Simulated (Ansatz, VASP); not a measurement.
One calculation of Rb, two programs

File INCAR:

```
SYSTEM = Rb
PREC     = Accurate       ! precision mode
ENCUT    = 520            ! plane-wave cutoff, eV
EDIFF    = 1E-6           ! SCF threshold, eV
ISMEAR   = -1             ! smearing method
SIGMA    = 0.05           ! smearing width, eV
LREAL    = .False.        ! projectors in reciprocal space
LASPH    = .True.         ! aspherical terms in the spheres
NELM     = 80             ! most SCF steps
ALGO     = Normal         ! electronic algorithm
ISIF     = 2              ! what is computed and relaxed
LWAVE    = .False.        ! write WAVECAR
LCHARG   = .True.         ! write CHGCAR
LELF     = .True.         ! ELF
LVHAR    = .True.       
NBANDS   = 10             ! bands
```

File KPOINTS:

```
Automatic mesh
0
Gamma
  8 8 8
  0 0 0
```

File POSCAR:

```
Rb
1.0
   -2.8060000000      2.8060000000      2.8060000000
    2.8060000000     -2.8060000000      2.8060000000
    2.8060000000      2.8060000000     -2.8060000000
Rb
1
Direct
    0.0000000000      0.0000000000      0.0000000000
```

Input for Ansatz:

```yaml
crystal:
  lattice:
    - [-2.806, 2.806, 2.806]
    - [2.806, -2.806, 2.806]
    - [2.806, 2.806, -2.806]
  atoms:
    - { symbol: Rb, position: [0.0, 0.0, 0.0] }
kpoints:
  mp_grid: { grid: [8, 8, 8] }
  band_path:
    path:
      - [0.0, 0.0, 0.0]
      - [0.5, -0.5, 0.5]
      - [0.0, 0.0, 0.5]
      - [0.0, 0.0, 0.0]
      - [0.25, 0.25, 0.25]
      - [0.5, -0.5, 0.5]
      - [0.25, 0.25, 0.25]
      - [0.0, 0.0, 0.5]
    npoints: 5
scf:
  occupations: { method: fermi_dirac, width: 0.05 }
hamiltonian:
  xc: lda
  pseudopotentials: { kind: all_electron, lapw: { basis_error: 0.001 } }
output:
  forces: true
  stress: true
  eigenvalues: true
```

Alike in both runs: task single point; functional LDA; k mesh 8 × 8 × 8; occupations fermi-dirac, width 0.05 eV; no spin polarisation.

|  | VASP | Ansatz |
| --- | --- | --- |
| version | VASP 6.6.1 | Ansatz 0.2.0 |
| potentials or method | VASP PAW LDA potentials, release 64 (Rb_sv), cutoff 520 eV | all-electron LAPW, scalar-relativistic |

|  | VASP | Ansatz | Ansatz less VASP |
| --- | --- | --- | --- |
| pressure (GPa) | -0.4 | -0.4 | 0.00 |

LDA's correlation is that of Perdew and Zunger in VASP and of Perdew and Wang (1992) in Ansatz. Ansatz ran all-electron here, and VASP with PAW potentials.
